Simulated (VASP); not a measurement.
# In2H in VASP: further runs

The runs below take In2H through single point, with PBE, LDA, PBEsol.

Everything below comes from runs of VASP 6.6.1. Logs are shortened: lines on timing, memory, paths and dates and some standing lists are left out, and cuts for length are marked.

**1. The cell of the first run**

The cell holds a sheet with vacuum, 3 atoms: a = 4.956 Å, b = 4.956 Å, c = 25.487 Å, α = 90.00°, β = 90.00°, γ = 120.00°.

**2. Single point, PBE**

INCAR reads:

```
PREC = Accurate
ENCUT = 520
EDIFF = 1E-6
ISMEAR = -1
SIGMA = 0.05
LREAL = False
LASPH = True
NELM = 60
ALGO = Normal
ISIF = 2
LWAVE = False
LCHARG = False
GGA = PE
NBANDS = 20
```

KPOINTS reads:

```
Automatic mesh
0
Gamma
  6 6 1
```

POSCAR reads:

```
In2H
1.0
    4.9556800000      0.0000000000      0.0000000000
   -2.4778400000      4.2917400000      0.0000000000
    0.0000000000      0.0000000000     25.4870700000
In H
2 1
Direct
    0.3333300000      0.6666700000      0.2886700000
    0.6666700000      0.3333300000      0.2886700000
    0.0000000000      0.0000000000      0.2889200000
```

Potentials or basis: VASP PAW PBE potentials, release 64 (In_d, H).

Launch:

```bash
$ cat potpaw_PBE.64/In_d/POTCAR potpaw_PBE.64/H/POTCAR > POTCAR
$ mpirun -np 1 vasp_std > vasp.out
```

OUTCAR:

```text
PREC = Accurate
   ENCUT = 520
   EDIFF = 1E-6
   ISMEAR = -1
   LREAL = False
   LASPH = True
   NELM = 60
   ISIF = 2
   GGA = PE

 ion  position               nearest neighbor table
   1  0.333  0.667  0.289-   2 2.86   2 2.86   2 2.86
   2  0.667  0.333  0.289-   1 2.86   1 2.86   1 2.86
   3  0.000  0.000  0.289-

  LATTYP: Found a hexagonal cell.
 ALAT       =     4.9556800000
 C/A-ratio  =     5.1430015659

  Lattice vectors:

 A1 = (   4.9556800000,   0.0000000000,   0.0000000000)
 A2 = (  -2.4778400000,   4.2917400000,   0.0000000000)
 A3 = (   0.0000000000,   0.0000000000,  25.4870700000)

Analysis of symmetry for initial positions (statically):
=====================================================================
 Subroutine PRICEL returns:
 Original cell was already a primitive cell.

 Routine SETGRP: Setting up the symmetry group for a
 hexagonal supercell.

 Subroutine GETGRP returns: Found  4 space group operations
 (whereof  4 operations were pure point group operations)
 out of a pool of 24 trial point group operations.

The static configuration has the point symmetry C_2v.

Analysis of symmetry for dynamics (positions and initial velocities):
=====================================================================
 Subroutine PRICEL returns:
 Original cell was already a primitive cell.

 Routine SETGRP: Setting up the symmetry group for a
 hexagonal supercell.

 Subroutine GETGRP returns: Found  4 space group operations
 (whereof  4 operations were pure point group operations)
 out of a pool of 24 trial point group operations.

The dynamic configuration has the point symmetry C_2v.

 Subroutine INISYM returns: Found  4 space group operations
 (whereof  4 operations are pure point group operations),
 and found     1 'primitive' translations

----------------------------------------------------------------------------------------

                                     Primitive cell

  volume of cell :     542.0715

  direct lattice vectors                    reciprocal lattice vectors
     4.955680000  0.000000000  0.000000000     0.201788655  0.116502864  0.000000000
    -2.477840000  4.291740000  0.000000000     0.000000000  0.233005727  0.000000000
[... 68 lines left out ...]
   ICHARG =      2    charge: 1-file 2-atom 10-const
   ISPIN  =      1    spin polarized calculation?
   LNONCOLLINEAR =      F non collinear calculations
   LSORBIT =      F    spin-orbit coupling
   LASPH  =      T    aspherical Exc in radial PAW
   ENCUT  =  520.0 eV  38.22 Ry    6.18 a.u.   9.21  9.21 47.39*2*pi/ulx,y,z
   NELM   =     60;   NELMIN=  2; NELMDL= -5     # of ELM steps
   EDIFF  = 0.1E-05   stopping-criterion for ELM
   LREAL  =      F    real-space projection
   EDIFFG = 0.1E-04   stopping-criterion for IOM
   NSW    =      0    number of steps for IOM
   IBRION =     -1    ionic relax: 0-MD 1-quasi-New 2-CG
   NFREE  =      0    steps in history (QN), initial steepest desc. (CG)
   ISIF   =      2    stress and relaxation
   ISYM   =      2    0-nonsym 1-usesym 2-fastsym
   POTIM  = 0.5000    time-step for ionic-motion
   TEBEG  =    0.0;   TEEND  =   0.0 temperature during run
   PSTRESS=    0.0 pullay stress
   NELECT =      27.0000    total number of electrons
   NUPDOWN=      -1.0000    fix difference up-down
   EMIN   =  10.00;   EMAX   =-10.00  energy-range for DOS
   EFERMI =   0.00;   METHOD = LEGACY
   ISMEAR =    -1;   SIGMA  =   0.05  broadening in eV -4-tet -1-fermi 0-gaus
   EFERMI_NEDOS =   21; number of points for ismear=-14 and -15
   IALGO  =     38    algorithm
   IMIX   =      4    mixing-type and parameters
     AMIX     =   0.40;   BMIX     =  1.00
     AMIX_MAG =   1.60;   BMIX_MAG =  1.00
  volume/ion in A,a.u.               =     180.69      1219.36
  Fermi-wavevector in a.u.,A,eV,Ry     =   0.602343  1.138263  4.936427  0.362817
  Thomas-Fermi vector in A             =   1.654916
   LORBIT       =      0    0 simple, 1 ext, 2 COOP (PROOUT), +10 PAW based schemes
   GGA     = PE    functional components
   LHFCALC =     F    Hartree Fock is set to
   AEXX    =    0.0000 exact exchange contribution
   IVDW    =     0    specifies the selected vdW correction
   LEPSILON=     F    determine dielectric tensor
   LRPA    =     F    only Hartree local field effects (RPA)
 non-spin polarized calculation
  energy-cutoff  :      520.00
  volume of cell :      542.07
 maximum number of plane-waves:     14622
 NGX is ok and might be reduce to    40
   NGX = 19   NGY = 19   NGZ = 95

 number of electron      27.0000004 magnetization

 Free energy of the ion-electron system (eV)
  ---------------------------------------------------
  ext. energy  EPLUGINS =         0.00000000
  ---------------------------------------------------
  free energy    TOTEN  =        -5.92409315 eV

  energy without entropy =       -5.90509886  energy(sigma->0) =       -5.91459601

 E-fermi :  -2.8073     XC(G=0):  -1.6971

 val. band max:       -2.8341709906   @ k =   0.1667   0.1667   0.0000
 cond. band min:      -2.7875171407   @ k =   0.0000   0.0000   0.0000
 fundamental gap:      0.0466538499
 Fermi energy:        -2.8073480559

 k-point     1 :       0.0000    0.0000    0.0000
  band No.  band energies     occupation
      1     -17.6228      2.00000
      2     -17.4834      2.00000
      3     -17.4833      2.00000
      4     -17.4575      2.00000
      5     -17.4575      2.00000
      6     -17.2243      2.00000
[... 288 lines left out ...]
     19       2.5046      0.00000
     20       2.9798      0.00000

------------------------ aborting loop because EDIFF is reached ----------------------------------------

  FORCE on cell =-STRESS in cart. coord.  units (eV):
  Direction    XX          YY          ZZ          XY          YZ          ZX
  --------------------------------------------------------------------------------------
  -------------------------------------------------------------------------------------
  Total        0.2882644      0.2887961     -0.0326613      0.0004609      0.0000000      0.0000000
  in kB        0.8520108      0.8535821     -0.0965357      0.0013624      0.0000000      0.0000000
  external PRESSURE =       0.5363524 kB  Pullay stress =       0.0000000 kB

 VOLUME and BASIS-vectors are now :
 -----------------------------------------------------------------------------
  energy-cutoff  :      520.00
  volume of cell :      542.07
      direct lattice vectors                 reciprocal lattice vectors
     4.955680000  0.000000000  0.000000000     0.201788655  0.116502864  0.000000000
    -2.477840000  4.291740000  0.000000000     0.000000000  0.233005727  0.000000000
     0.000000000  0.000000000 25.487070000     0.000000000  0.000000000  0.039235581

 POSITION                                       TOTAL-FORCE (eV/Angst)
 -----------------------------------------------------------------------------------
     -0.00002      2.86117      7.35735         0.000231     -0.000133      0.000936
      2.47786      1.43057      7.35735        -0.000231      0.000133      0.000936
      0.00000      0.00000      7.36372        -0.000000      0.000000     -0.001873
 -----------------------------------------------------------------------------------
    total drift:                               -0.000000     -0.000000      0.000651

  FREE ENERGIE OF THE ION-ELECTRON SYSTEM (eV)
  ---------------------------------------------------
  free  energy   TOTEN  =        -5.9240931503 eV

  energy  without entropy=       -5.9050988637  energy(sigma->0) =       -5.91459601
```

OSZICAR:

```text
N       E                     dE             d eps       ncg     rms          rms(c)
DAV:   1     0.171530368538E+03    0.17153E+03   -0.99379E+03   632   0.918E+02
DAV:   2     0.618737934027E+01   -0.16534E+03   -0.16333E+03   600   0.263E+02
DAV:   3    -0.616565646236E+01   -0.12353E+02   -0.12301E+02   652   0.945E+01
[... 16 lines left out ...]
DAV:  20    -0.592407301580E+01   -0.21905E-04   -0.17783E-06   452   0.446E-03    0.287E-03
DAV:  21    -0.592408779121E+01   -0.14775E-04   -0.84002E-07   456   0.255E-03    0.190E-03
DAV:  22    -0.592409142087E+01   -0.36297E-05   -0.24682E-07   448   0.177E-03    0.884E-04
DAV:  23    -0.592409278319E+01   -0.13623E-05   -0.52122E-08   376   0.763E-04    0.659E-04
DAV:  24    -0.592409315028E+01   -0.36709E-06   -0.16119E-08   344   0.651E-04
   1 F= -.59240932E+01 E0= -.59145960E+01  d E =-.189943E-01
```

stdout:

```text
POSCAR found type information on POSCAR InH
 POSCAR found :  2 types and       3 ions
 scaLAPACK will be used
 LDA part: xc-table for (Slater+PW92), standard interpolation
 POSCAR, INCAR and KPOINTS ok, starting setup
 FFT: planning ... GRIDC
 FFT: planning ... GRID_SOFT
 FFT: planning ... GRID
 WAVECAR not read
 entering main loop
```

It took 2.7 min on 1 thread of Intel Xeon 6975P-C (Granite Rapids), shared host; peak memory 0.7 GiB.

What came out:

* Free energy: -5.9241 eV
* Band gap on the k mesh: zero (an odd number of electrons rules out a gap without spin polarisation)

Levels at points of the mesh, in eV from the Fermi level:
| k point | band 12 | band 13 | band 14 | band 15 | band 16 | band 17 |
| --- | --- | --- | --- | --- | --- | --- |
| (0.00, 0.00, 0.00) | -0.69 | 0.02 | 0.53 | 0.96 | 0.96 | 3.16 |
| (0.50, 0.00, 0.00) | -4.79 | -0.89 | -0.38 | 0.82 | 2.08 | 5.08 |
| (0.50, 0.50, 0.00) | -4.79 | -0.89 | -0.38 | 0.82 | 2.08 | 5.08 |

Caveat: spin-orbit coupling is left out, which moves the levels of the heavy elements.

**3. Single point, PBE**

INCAR reads:

```
SYSTEM = In2H
  PREC = Accurate
  ENCUT = 520
  EDIFF = 1E-6
  ISMEAR = -1
  SIGMA = 0.05
  LREAL = .False.
  LASPH = .True.
  NELM = 60
  ALGO = Normal
  ISIF = 2
  LWAVE = .False.
  LCHARG = .False.
  GGA = PE
  NBANDS = 20
```

KPOINTS reads:

```
Automatic mesh
0
Gamma
  6 6 1
  0 0 0
```

POSCAR is that of step 2.

Potentials or basis: VASP PAW PBE potentials, release 64 (In_d, H).

Launch:

```bash
$ cat potpaw_PBE.64/In_d/POTCAR potpaw_PBE.64/H/POTCAR > POTCAR
$ mpirun -np 1 vasp_std > vasp.out
```

It took 2.5 min on 1 thread of Intel Xeon 6975P-C (Granite Rapids), shared host; peak memory 0.69 GiB.

It converged, with:

```yaml
Free_energy: -5.9241 eV
Band_gap_on_the_k_mesh: zero (an odd number of electrons rules out a gap without spin polarisation)
```

Levels at points of the mesh, in eV from the Fermi level:
```tsv
k point	band 11	band 12	band 13	band 14	band 15	band 16	band 17	band 18
(0.00, 0.00, 0.00)	-7.38	-0.69	0.02	0.53	0.96	0.96	3.16	3.80
(0.50, 0.00, 0.00)	-5.66	-4.79	-0.89	-0.38	0.82	2.08	5.08	5.13
(0.50, 0.50, 0.00)	-5.66	-4.79	-0.89	-0.38	0.82	2.08	5.08	5.13
```

Caveat: spin-orbit coupling is left out, which moves the levels of the heavy elements.

**4. Single point, LDA**

INCAR reads:

```
ALGO = Normal
EDIFF = 1E-6
ENCUT = 520
ISIF = 2
ISMEAR = -1
LASPH = True
LCHARG = False
LREAL = False
LWAVE = False
NBANDS = 20
NELM = 100
PREC = Accurate
SIGMA = 0.05
```

KPOINTS reads:

```
k-points
0
Gamma
  6 6 1
```

POSCAR is that of step 3.

Potentials or basis: VASP PAW LDA potentials, release 64 (In_d, H).

Launch:

```bash
$ cat potpaw_LDA.64/In_d/POTCAR potpaw_LDA.64/H/POTCAR > POTCAR
$ mpirun -np 1 vasp_std > vasp.out
```

Run time: 2.2 min. Hardware: 1 thread of Intel Xeon 6975P-C (Granite Rapids), shared host; peak memory 0.51 GiB.

The run converged. Its results:

- Free energy: -6.9969 eV
- Band gap on the k mesh: zero (an odd number of electrons rules out a gap without spin polarisation)

Forces in eV/Å, atoms in the order of the input:
```
In   0.000  0.000  0.001
In   0.000  0.000  0.001
H    0.000  0.000 -0.002
```

Levels at points of the mesh, in eV from the Fermi level:
| k point | band 12 | band 13 | band 14 | band 15 | band 16 | band 17 |
| --- | --- | --- | --- | --- | --- | --- |
| (0.00, 0.00, 0.00) | -0.70 | 0.12 | 0.43 | 0.93 | 0.93 | 3.37 |
| (0.50, 0.00, 0.00) | -4.82 | -0.85 | -0.42 | 0.82 | 2.07 | 5.26 |
| (0.50, 0.50, 0.00) | -4.82 | -0.85 | -0.42 | 0.82 | 2.07 | 5.26 |

Caveat: spin-orbit coupling is left out, which moves the levels of the heavy elements.

**5. Single point, PBEsol**

INCAR reads:

```
SYSTEM = In2H
ALGO     = Normal         ! electronic algorithm
EDIFF    = 1E-6           ! SCF threshold, eV
ENCUT    = 520            ! plane-wave cutoff, eV
GGA      = PS             ! functional
ISIF     = 2              ! what is computed and relaxed
ISMEAR   = -1             ! smearing method
LASPH    = .TRUE.         ! aspherical terms in the spheres
LCHARG   = .TRUE.         ! write CHGCAR
LELF     = .TRUE.         ! ELF
LREAL    = .FALSE.        ! projectors in reciprocal space
LVHAR    = .TRUE.       
LWAVE    = .FALSE.        ! write WAVECAR
NBANDS   = 20             ! bands
NELM     = 100            ! most SCF steps
PREC     = Accurate       ! precision mode
SIGMA    = 0.05           ! smearing width, eV
```

KPOINTS reads:

```
k-points
0
G
  6 6 1
  0 0 0
```

POSCAR is that of step 4.

Potentials or basis: VASP PAW PBE potentials, release 64 (In_d, H).

Launch:

```bash
$ cat potpaw_PBE.64/In_d/POTCAR potpaw_PBE.64/H/POTCAR > POTCAR
$ mpirun -np 1 vasp_std > vasp.out
```

OUTCAR:

```text
SYSTEM = In2H
   EDIFF = 1E-6
   ENCUT = 520
   GGA = PS
   ISIF = 2
   ISMEAR = -1
   LASPH = .TRUE.
   LREAL = .FALSE.
   NELM = 100
   PREC = Accurate

 ion  position               nearest neighbor table
   1  0.333  0.667  0.289-   2 2.86   2 2.86   2 2.86
   2  0.667  0.333  0.289-   1 2.86   1 2.86   1 2.86
   3  0.000  0.000  0.289-

  LATTYP: Found a hexagonal cell.
 ALAT       =     4.9556800000
 C/A-ratio  =     5.1430015659

  Lattice vectors:

 A1 = (   4.9556800000,   0.0000000000,   0.0000000000)
 A2 = (  -2.4778400000,   4.2917400000,   0.0000000000)
 A3 = (   0.0000000000,   0.0000000000,  25.4870700000)

Analysis of symmetry for initial positions (statically):
=====================================================================
 Subroutine PRICEL returns:
 Original cell was already a primitive cell.

 Routine SETGRP: Setting up the symmetry group for a
 hexagonal supercell.

 Subroutine GETGRP returns: Found  4 space group operations
 (whereof  4 operations were pure point group operations)
 out of a pool of 24 trial point group operations.

The static configuration has the point symmetry C_2v.

Analysis of symmetry for dynamics (positions and initial velocities):
=====================================================================
 Subroutine PRICEL returns:
 Original cell was already a primitive cell.

 Routine SETGRP: Setting up the symmetry group for a
 hexagonal supercell.

 Subroutine GETGRP returns: Found  4 space group operations
 (whereof  4 operations were pure point group operations)
 out of a pool of 24 trial point group operations.

The dynamic configuration has the point symmetry C_2v.

 Subroutine INISYM returns: Found  4 space group operations
[... 99 lines left out ...]
   NUPDOWN=      -1.0000    fix difference up-down
   EMIN   =  10.00;   EMAX   =-10.00  energy-range for DOS
   EFERMI =   0.00;   METHOD = LEGACY
   ISMEAR =    -1;   SIGMA  =   0.05  broadening in eV -4-tet -1-fermi 0-gaus
   EFERMI_NEDOS =   21; number of points for ismear=-14 and -15
   IALGO  =     38    algorithm
   IMIX   =      4    mixing-type and parameters
     AMIX     =   0.40;   BMIX     =  1.00
     AMIX_MAG =   1.60;   BMIX_MAG =  1.00
  volume/ion in A,a.u.               =     180.69      1219.36
  Fermi-wavevector in a.u.,A,eV,Ry     =   0.602343  1.138263  4.936427  0.362817
  Thomas-Fermi vector in A             =   1.654916
   LORBIT       =      0    0 simple, 1 ext, 2 COOP (PROOUT), +10 PAW based schemes
   GGA     = PS    functional components
   LHFCALC =     F    Hartree Fock is set to
   AEXX    =    0.0000 exact exchange contribution
   IVDW    =     0    specifies the selected vdW correction
   LEPSILON=     F    determine dielectric tensor
   LRPA    =     F    only Hartree local field effects (RPA)
 non-spin polarized calculation
  energy-cutoff  :      520.00
  volume of cell :      542.07
 maximum number of plane-waves:     14622
 NGX is ok and might be reduce to    40
   NGX = 19   NGY = 19   NGZ = 95

 number of electron      27.0000004 magnetization

 Free energy of the ion-electron system (eV)
  ---------------------------------------------------
  ext. energy  EPLUGINS =         0.00000000
  ---------------------------------------------------
  free energy    TOTEN  =        -6.44248605 eV

  energy without entropy =       -6.42559622  energy(sigma->0) =       -6.43404114

 E-fermi :  -2.9012     XC(G=0):  -1.6931

 val. band max:       -2.9289540484   @ k =   0.1667   0.1667   0.0000
 cond. band min:      -2.8284766583   @ k =   0.0000   0.0000   0.0000
 fundamental gap:      0.1004773901
 Fermi energy:        -2.9011552778

 k-point     1 :       0.0000    0.0000    0.0000
  band No.  band energies     occupation
      1     -17.6367      2.00000
      2     -17.4935      2.00000
      3     -17.4934      2.00000
      4     -17.4684      2.00000
      5     -17.4684      2.00000
      6     -17.2318      2.00000
[... 288 lines left out ...]
     19       2.3727      0.00000
     20       3.0259      0.00000

------------------------ aborting loop because EDIFF is reached ----------------------------------------

  FORCE on cell =-STRESS in cart. coord.  units (eV):
  Direction    XX          YY          ZZ          XY          YZ          ZX
  --------------------------------------------------------------------------------------
  -------------------------------------------------------------------------------------
  Total       -0.8646766     -0.8641977     -0.0349635      0.0004130      0.0000000      0.0000000
  in kB       -2.5556872     -2.5542718     -0.1033400      0.0012208      0.0000000      0.0000000
  external PRESSURE =      -1.7377664 kB  Pullay stress =       0.0000000 kB

 VOLUME and BASIS-vectors are now :
 -----------------------------------------------------------------------------
  energy-cutoff  :      520.00
  volume of cell :      542.07
      direct lattice vectors                 reciprocal lattice vectors
     4.955680000  0.000000000  0.000000000     0.201788655  0.116502864  0.000000000
    -2.477840000  4.291740000  0.000000000     0.000000000  0.233005727  0.000000000
     0.000000000  0.000000000 25.487070000     0.000000000  0.000000000  0.039235581

 POSITION                                       TOTAL-FORCE (eV/Angst)
 -----------------------------------------------------------------------------------
     -0.00002      2.86117      7.35735         0.000217     -0.000126      0.001007
      2.47786      1.43057      7.35735        -0.000217      0.000126      0.001007
      0.00000      0.00000      7.36372         0.000000     -0.000000     -0.002013
 -----------------------------------------------------------------------------------
    total drift:                               -0.000000     -0.000000      0.001166

  FREE ENERGIE OF THE ION-ELECTRON SYSTEM (eV)
  ---------------------------------------------------
  free  energy   TOTEN  =        -6.4424860548 eV

  energy  without entropy=       -6.4255962170  energy(sigma->0) =       -6.43404114
```

It took 2.9 min on 1 thread of Intel Xeon 6975P-C (Granite Rapids), shared host; peak memory 0.69 GiB.

What came out:

- Free energy: -6.4425 eV
- Band gap on the k mesh: zero (an odd number of electrons rules out a gap without spin polarisation)

Forces in eV/Å, atoms in the order of the input:
```
In   0.000  0.000  0.001
In   0.000  0.000  0.001
H    0.000  0.000 -0.002
```

Caveat: the PAW data sets were made with another functional, which shifts forces and pressure a little; spin-orbit coupling is left out, which moves the levels of the heavy elements.

**6. Summary**

| level | potentials or basis | gap on the mesh (eV) |
| --- | --- | --- |
| PBE | VASP PAW PBE potentials, release 64 (In_d, H) | none |
| LDA | VASP PAW LDA potentials, release 64 (In_d, H) | none |
| PBEsol | VASP PAW PBE potentials, release 64 (In_d, H) | none |

Alike in all rows: task single point; no spin polarisation; cell as given; k mesh 6 × 6 × 1; cutoff (eV) 520; smearing fermi-dirac 0.05 eV.

Caveats: spin-orbit coupling is left out, which moves the levels of the heavy elements; the PAW data sets were made with another functional, which shifts forces and pressure a little (at least some runs).

Absolute energies hang on the potentials; compare differences alone.
